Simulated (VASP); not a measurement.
A run of VASP 6.6.1:

The input INCAR:

```
SYSTEM = KF
ALGO = Normal ; EDIFF = 1E-6
ENCUT = 520 ; ISIF = 2
ISMEAR = 0 ; ISPIN = 2
LASPH = .TRUE. ; LCHARG = .FALSE.
LORBIT = 11 ; LREAL = .FALSE.
LWAVE = .FALSE. ; MAGMOM = 0.5 0
NBANDS = 19 ; NELM = 150
PREC = Accurate ; SIGMA = 0.02
```

File KPOINTS:

```
k-points
0
G
  8 8 8
  0 0 0
```

Contents of POSCAR:

```
KF
1.0
    3.2370821598      0.0000000000      0.0000000000
    0.0000000000      3.2370821598      0.0000000000
    0.0000000000      0.0000000000      3.2370821598
K F
1 1
Direct
    0.0000000000      0.0000000000      0.0000000000
    0.5000000000      0.5000000000      0.5000000000
```

Potentials or basis: VASP PAW LDA potentials, release 64 (K_sv, F).

The run is started by

```console
$ cat potpaw_LDA.64/K_sv/POTCAR potpaw_LDA.64/F/POTCAR > POTCAR
$ mpirun -np 1 vasp_std > vasp.out
```

Hardware: 1 thread of Intel(R) Xeon(R) Platinum 8259CL CPU @ 2.50GHz (Skylake/Cascade Lake), on a shared host.

How long does it take, and how much memory?

Run time: 24 s on 1 thread of Intel(R) Xeon(R) Platinum 8259CL CPU @ 2.50GHz (Skylake/Cascade Lake) (shared host), peak memory 0.15 GiB. Counts: scf iterations 15, k points 35.
